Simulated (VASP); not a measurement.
A run of VASP 6.6.1 is set up as follows.

File INCAR:

```
  PREC = Accurate
  ENCUT = 600
  EDIFF = 1E-6
  ISMEAR = 0
  SIGMA = 0.1
  LREAL = F
  LASPH = T
  NELM = 100
  ALGO = Normal
  ISIF = 3
  LWAVE = F
  LCHARG = F
  GGA = PE
  IBRION = 2
  NSW = 90
  EDIFFG = -0.04
```

The input KPOINTS:

```
Automatic mesh
0
Gamma
  3 3 4
```

POSCAR

```
Hf3C
1.0
    5.7828532992      0.0000000000      0.0000000000
   -2.8914266496      5.0080978634      0.0000000000
    0.0000000000      0.0000000000      4.6416320224
Hf C
6 2
Direct
    0.8330000000      0.6660000000      0.2500000000
    0.1670000000      0.8330000000      0.7500000000
    0.3340000000      0.1670000000      0.2500000000
    0.1670000000      0.3340000000      0.7500000000
    0.8330000000      0.1670000000      0.2500000000
    0.6660000000      0.8330000000      0.7500000000
    0.3333333333      0.6666666667      0.2500000000
    0.6666666667      0.3333333333      0.7500000000
```

Potentials or basis: VASP PAW PBE potentials, release 64 (Hf_pv, C).

Run with:

```sh
$ cat potpaw_PBE.64/Hf_pv/POTCAR potpaw_PBE.64/C/POTCAR > POTCAR
$ mpirun -np 1 vasp_std > vasp.out
```

(1) Predict the space group after relaxing (to 0.1 Å).

(2) Predict the relaxed cell.

Results:

(1) P6_3/mmc (No. 194).

(2) a = 5.893 Å, b = 5.893 Å, c = 4.536 Å, α = 90.00°, β = 90.00°, γ = 120.00°.

Caveat: the k points lie up to 0.41 Å⁻¹ apart in the final cell.
